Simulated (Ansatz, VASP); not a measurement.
# Rh in VASP and in Ansatz

```
Rh
1.0
     2.80660    0.00000    0.00000
    -1.40330    2.43059    0.00000
     0.00000    0.00000    4.03430
Rh
2
Direct
  0.66667 0.33333 0.75000
  0.33333 0.66667 0.25000
```

Alike in both runs: task single point; functional PBE; k mesh 18 × 18 × 10; occupations gaussian, width 0.15 eV; no spin polarisation.

|  | VASP | Ansatz |
| --- | --- | --- |
| version | VASP 6.6.1 | Ansatz 0.2.0 |
| potentials or method | VASP PAW PBE potentials, release 64 (Rh_pv), cutoff 520 eV | scalar-relativistic, plane waves, PAW |
| valence electrons in the cell | 30 | 34 |

|  | VASP | Ansatz | Ansatz less VASP |
| --- | --- | --- | --- |
| gap on the k mesh at the Fermi level (eV) | none | none | - |
| pressure (GPa) | 11.2 | 11.2 | -0.01 |
| traceless stress, the component that is largest in VASP (GPa) | 19.19 | 19.20 | +0.014 |

A gap of «none» marks a metal or a gap that the smearing closes. With one functional, cell and mesh, what is left measures potentials, basis and numerics. VASP's potentials hold 30 valence electrons a cell and Ansatz's 34, so a difference there can come from the potentials and not from the codes.
